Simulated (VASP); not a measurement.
# RbBr (I4/mmm) in VASP: further runs, part 2 of 2

VASP 6.6.1.

## (3) Single point, HSE06 (uniaxial z strain +2.5%)

The input, POSCAR:

```
RbBr
1.0
    0.0000000000      3.4608260516      3.5473467028
    3.4608260516      0.0000000000      3.5473467028
    3.4608260516      3.4608260516      0.0000000000
Rb Br
1 1
Direct
    0.0000000000      0.0000000000      0.0000000000
    0.5000000000      0.5000000000      0.5000000000
```

The input, INCAR.step1:

```
SYSTEM = RbBr
  PREC = Accurate
  ENCUT = 520
  EDIFF = 1E-5
  ISMEAR = 0
  SIGMA = 0.01
  LREAL = .FALSE.
  LASPH = .TRUE.
  NELM = 80
  ALGO = Normal
  ISIF = 2
  LWAVE = .TRUE.
  LCHARG = .FALSE.
  NBANDS = 15
  GGA = PE
```

The input, INCAR.step2:

```
SYSTEM = RbBr
  PREC = Accurate
  ENCUT = 520
  EDIFF = 1E-6
  ISMEAR = 0
  SIGMA = 0.01
  LREAL = .FALSE.
  LASPH = .TRUE.
  NELM = 80
  ALGO = Normal
  ISIF = 2
  LWAVE = .FALSE.
  LCHARG = .FALSE.
  GGA = PE
  LHFCALC = .TRUE.
  HFSCREEN = 0.2079
  PRECFOCK = Normal
  NBANDS = 15
  ISTART = 1
```

The input, KPOINTS:

```
regular mesh
0
G
  4 4 4
  0 0 0
```

Potentials or basis: VASP PAW PBE potentials, release 64 (Rb_sv, Br).

The run is started by

```console
cat potpaw_PBE.64/Rb_sv/POTCAR potpaw_PBE.64/Br/POTCAR > POTCAR
cp INCAR.step1 INCAR
mpirun -np 1 vasp_std > vasp.out
cp INCAR.step2 INCAR
mpirun -np 1 vasp_std > vasp.out
```

OUTCAR:

```text
SYSTEM = RbBr
   PREC = Accurate
   ENCUT = 520
   EDIFF = 1E-6
   ISMEAR = 0
   LREAL = .FALSE.
   LASPH = .TRUE.
   NELM = 80
   ISIF = 2
   GGA = PE
   LHFCALC = .TRUE.
   HFSCREEN = 0.2079
   PRECFOCK = Normal
   ISTART = 1

 ion  position               nearest neighbor table
   1  0.000  0.000  0.000-   2 3.46   2 3.46   2 3.46   2 3.46   2 3.55   2 3.55
   2  0.500  0.500  0.500-   1 3.46   1 3.46   1 3.46   1 3.46   1 3.55   1 3.55

  LATTYP: Found a body centered tetragonal cell.
 ALAT       =     4.8943471392
 C/A-ratio  =     1.4495689014

  Lattice vectors:

 A1 = (  -3.4608260516,   0.0000000000,   3.5473467028)
 A2 = (   3.4608260516,   0.0000000000,   3.5473467028)
 A3 = (   0.0000000000,   3.4608260516,  -3.5473467028)

Analysis of symmetry for initial positions (statically):
=====================================================================
 Subroutine PRICEL returns:
 Original cell was already a primitive cell.

 Routine SETGRP: Setting up the symmetry group for a
 body centered tetragonal supercell.

 Subroutine GETGRP returns: Found 16 space group operations
 (whereof 16 operations were pure point group operations)
 out of a pool of 16 trial point group operations.

The static configuration has the point symmetry D_4h.

Analysis of symmetry for dynamics (positions and initial velocities):
=====================================================================
 Subroutine PRICEL returns:
 Original cell was already a primitive cell.

 Routine SETGRP: Setting up the symmetry group for a
 body centered tetragonal supercell.

 Subroutine GETGRP returns: Found 16 space group operations
 (whereof 16 operations were pure point group operations)
 out of a pool of 16 trial point group operations.

The dynamic configuration has the point symmetry D_4h.

 Subroutine INISYM returns: Found 16 space group operations
 (whereof 16 operations are pure point group operations),
 and found     1 'primitive' translations

----------------------------------------------------------------------------------------

                                     Primitive cell

  volume of cell :      84.9754

  direct lattice vectors                    reciprocal lattice vectors
     0.000000000  3.460826052  3.547346703    -0.144474178  0.144474178  0.140950418
     3.460826052  0.000000000  3.547346703     0.144474178 -0.144474178  0.140950418
     3.460826052  3.460826052  0.000000000     0.144474178  0.144474178 -0.140950418

  length of vectors
     4.955904114  4.955904114  4.894347139     0.248218848  0.248218848  0.248218848

  position of ions in fractional coordinates (direct lattice)
     0.000000000  0.000000000  0.000000000
     0.500000000  0.500000000  0.500000000

  ion indices of the primitive-cell ions
   primitive index   ion index
                 1           1
                 2           2

----------------------------------------------------------------------------------------

 KPOINTS: regular mesh

Automatic generation of k-mesh.
 Grid dimensions read from file:
 generate k-points for:    4    4    4

 Generating k-lattice:

[... 38 lines left out ...]
   NGXF,Y,Z  is equivalent  to a cutoff of  26.84, 26.84, 24.46 a.u.
 SYSTEM =  RbBr
   PREC   = accura    normal or accurate (medium, high low for compatibility)
   ISTART =      1    job   : 0-new  1-cont  2-samecut
   ICHARG =      0    charge: 1-file 2-atom 10-const
   ISPIN  =      1    spin polarized calculation?
   LNONCOLLINEAR =      F non collinear calculations
   LSORBIT =      F    spin-orbit coupling
   LASPH  =      T    aspherical Exc in radial PAW
   ENCUT  =  520.0 eV  38.22 Ry    6.18 a.u.   9.21  9.21  9.10*2*pi/ulx,y,z
   NELM   =     80;   NELMIN=  2; NELMDL=  0     # of ELM steps
   EDIFF  = 0.1E-05   stopping-criterion for ELM
   LREAL  =      F    real-space projection
   EDIFFG = 0.1E-04   stopping-criterion for IOM
   NSW    =      0    number of steps for IOM
   IBRION =     -1    ionic relax: 0-MD 1-quasi-New 2-CG
   NFREE  =      0    steps in history (QN), initial steepest desc. (CG)
   ISIF   =      2    stress and relaxation
   ISYM   =      3    0-nonsym 1-usesym 2-fastsym
   POTIM  = 0.5000    time-step for ionic-motion
   TEBEG  =    0.0;   TEEND  =   0.0 temperature during run
   PSTRESS=    0.0 pullay stress
   NELECT =      16.0000    total number of electrons
   NUPDOWN=      -1.0000    fix difference up-down
   EMIN   =  10.00;   EMAX   =-10.00  energy-range for DOS
   EFERMI =   0.00;   METHOD = LEGACY
   ISMEAR =     0;   SIGMA  =   0.01  broadening in eV -4-tet -1-fermi 0-gaus
   EFERMI_NEDOS =   21; number of points for ismear=-14 and -15
   IALGO  =     38    algorithm
   IMIX   =      1    mixing-type and parameters
     AMIX     =   0.40;   BMIX     =  1.00
     AMIX_MAG =   1.60;   BMIX_MAG =  1.00
  volume/ion in A,a.u.               =      42.49       286.72
  Fermi-wavevector in a.u.,A,eV,Ry     =   0.938319  1.773165 11.979144  0.880442
  Thomas-Fermi vector in A             =   2.065519
   LORBIT       =      0    0 simple, 1 ext, 2 COOP (PROOUT), +10 PAW based schemes
   GGA     = PE    functional components
   LHFCALC =     T    Hartree Fock is set to
   PRECFOCK=normal    Normal, Fast or Accurate (Low or Medium for compatibility)
   ENCUT4O =  -1.0   cutoff for four orbital integrals eV
   NKREDX  =     1    reduce k-point grid by
   NKREDY  =     1    reduce k-point grid by
   NKREDZ  =     1    reduce k-point grid by
   AEXX    =    0.2500 exact exchange contribution
   HFSCREEN=    0.2079 screening length (either q_TF or 0.3 A-1)
   HFSCREENC=   0.2079 screening length for correlation (either q_TF or 0.3 A-1)
   ENCUTFOCK=  -1.0 apply spherical cutoff to Coloumb kernel
   IVDW    =     0    specifies the selected vdW correction
   LEPSILON=     F    determine dielectric tensor
   LRPA    =     F    only Hartree local field effects (RPA)
 non-spin polarized calculation
 Gauss-broadening in eV      SIGMA  =   0.01
  energy-cutoff  :      520.00
  volume of cell :       84.98
 maximum number of plane-waves:      2298
 NGX is ok and might be reduce to    40
  NGX = 28; NGY = 28; NGZ = 28

 number of electron      15.9999999 magnetization

 Free energy of the ion-electron system (eV)
  ---------------------------------------------------
  ext. energy  EPLUGINS =         0.00000000
  ---------------------------------------------------
  free energy    TOTEN  =        -7.07187394 eV

  energy without entropy =       -7.07187394  energy(sigma->0) =       -7.07187394

 E-fermi :  -2.7263     XC(G=0):  -5.9066

 val. band max:       -2.8133642331   @ k =   0.0000   0.0000   0.0000
 cond. band min:       2.5559885693   @ k =   0.0000   0.0000   0.0000
 fundamental gap:      5.3693528025
 Fermi energy:        -2.7263314156

 k-point     1 :       0.0000    0.0000    0.0000
  band No.  band energies     occupation
      1     -29.0276      2.00000
      2     -15.9671      2.00000
      3     -11.9393      2.00000
      4     -11.9393      2.00000
      5     -11.9373      2.00000
      6      -2.8318      2.00000
      7      -2.8134      2.00000
      8      -2.8134      2.00000
      9       2.5560      0.00000
     10       5.6018      0.00000
     11       5.7439      0.00000
     12       5.7439      0.00000
     13       6.5721      0.00000
     14       6.7000      0.00000
[... 203 lines left out ...]
      2     -15.9296      2.00000
      3     -12.0519      2.00000
      4     -12.0519      2.00000
      5     -11.9322      2.00000
      6      -3.2455      2.00000
      7      -3.1617      2.00000
      8      -3.1617      2.00000
      9       5.3378      0.00000
     10       5.3378      0.00000
     11       6.5719      0.00000
     12       6.9978      0.00000
     13       9.1579      0.00000
     14       9.1630      0.00000
     15       9.4395      0.00000

------------------------ aborting loop because EDIFF is reached ----------------------------------------

  FORCE on cell =-STRESS in cart. coord.  units (eV):
  Direction    XX          YY          ZZ          XY          YZ          ZX
  --------------------------------------------------------------------------------------
  -------------------------------------------------------------------------------------
  Total        0.1070453      0.1070453     -0.1984516      0.0000000      0.0000000      0.0000000
  in kB        2.0182962      2.0182962     -3.7417257      0.0000000      0.0000000      0.0000000
  external PRESSURE =       0.0982889 kB  Pullay stress =       0.0000000 kB

 VOLUME and BASIS-vectors are now :
 -----------------------------------------------------------------------------
  energy-cutoff  :      520.00
  volume of cell :       84.98
      direct lattice vectors                 reciprocal lattice vectors
     0.000000000  3.460826052  3.547346703    -0.144474178  0.144474178  0.140950418
     3.460826052  0.000000000  3.547346703     0.144474178 -0.144474178  0.140950418
     3.460826052  3.460826052  0.000000000     0.144474178  0.144474178 -0.140950418

 POSITION                                       TOTAL-FORCE (eV/Angst)
 -----------------------------------------------------------------------------------
      0.00000      0.00000      0.00000         0.000000     -0.000000     -0.000000
      3.46083      3.46083      3.54735        -0.000000      0.000000      0.000000
 -----------------------------------------------------------------------------------
    total drift:                                0.000000      0.000000     -0.000000

  FREE ENERGIE OF THE ION-ELECTRON SYSTEM (eV)
  ---------------------------------------------------
  free  energy   TOTEN  =        -7.0718739359 eV

  energy  without entropy=       -7.0718739359  energy(sigma->0) =       -7.07187394
```

It took 11 min on 1 thread of Intel Xeon Platinum 8259CL at 2.50GHz (Skylake/Cascade Lake), shared host; peak memory 0.35 GiB.

What came out:

```
Free energy            : -7.0719 eV
Pressure               : 0.0 GPa
Band gap on the k mesh : 5.37 eV
```

Caveat: the cell differs from its parent crystal (uniaxial z strain +2.5%); the PAW data sets were made with another functional, which shifts forces and pressure a little.
